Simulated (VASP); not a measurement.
The system is ScGaN.

```
Sc Ga N
1.0
     3.85213    0.00000    0.00000
    -1.92606    3.33604    0.00000
     0.00000    0.00000    3.85603
Sc Ga N
1 1 1
Direct
  0.33333 0.66667 0.50000
  0.66667 0.33333 0.00000
  0.00000 0.00000 0.50000
```

The cell was built from a structure type or drawn by symmetry, and may not be a known phase.

| Property | Result |
| --- | --- |
| Program | VASP 6.6.1 |
| Task | relaxation of cell and atoms |
| Functional | PBE |
| Potentials or basis | VASP PAW PBE potentials, release 64 (Sc_sv, Ga_d, N_h) |
| Cutoff | 910 eV |
| k mesh | 6 × 6 × 4 |
| Occupations | gaussian, width 0.1 eV |
| Spin | no spin polarisation |

At the start: pressure -6.2 GPa; volume 16.52 Å³/atom.

Q: How do energy, volume and symmetry change on relaxing?

A: Over 10 steps the energy falls by 243.0 meV/atom and the volume is 17.41 Å³/atom (+5.4 %); space group P-6m2 (No. 187, to 0.1 Å) before and after.

Step by step:
| step | energy change (eV) | largest force (eV/Å) | pressure (GPa) | volume (Å³) |
| --- | --- | --- | --- | --- |
| 1 | 0.0000 | 0.0000 | -6.21 | 49.55 |
| 2 | -0.4180 | 0.0000 | 7.41 | 44.89 |
| 3 | -0.4178 | 0.0000 | 7.83 | 44.78 |
| 4 | -0.6357 | 0.0000 | 4.15 | 47.80 |
| 5 | -0.7178 | 0.0000 | 1.99 | 50.73 |
| 6 | -0.5902 | 0.0000 | -0.49 | 56.29 |
| 7 | -0.7256 | 0.0000 | 1.27 | 51.89 |
| 8 | -0.7257 | 0.0000 | 1.35 | 51.75 |
| 9 | -0.7246 | 0.0000 | -1.22 | 52.80 |
| 10 | -0.7289 | 0.0000 | 0.12 | 52.23 |

Final structure:
```yaml
crystal:
  lattice:
    - [3.53839, 0.00000, 0.00000]
    - [-1.76919, 3.06433, 0.00000]
    - [0.00000, 0.00000, 4.81704]
  atoms:
    - { symbol: Sc, position: [0.33333, 0.66667, 0.50000] }
    - { symbol: Ga, position: [0.66667, 0.33333, 0.00000] }
    - { symbol: N, position: [0.00000, 0.00000, 0.50000] }
```

Caveat: the k points lie up to 0.34 Å⁻¹ apart in the final cell, too coarse for converged energies and pressures of a metal; the cutoff is under 1.25 times the usual one of these potentials, so pressure, stress and relaxed cells hold a basis-set (Pulay) error; a cell axis changed by over 15 % at a fixed basis, so the end point is rough.
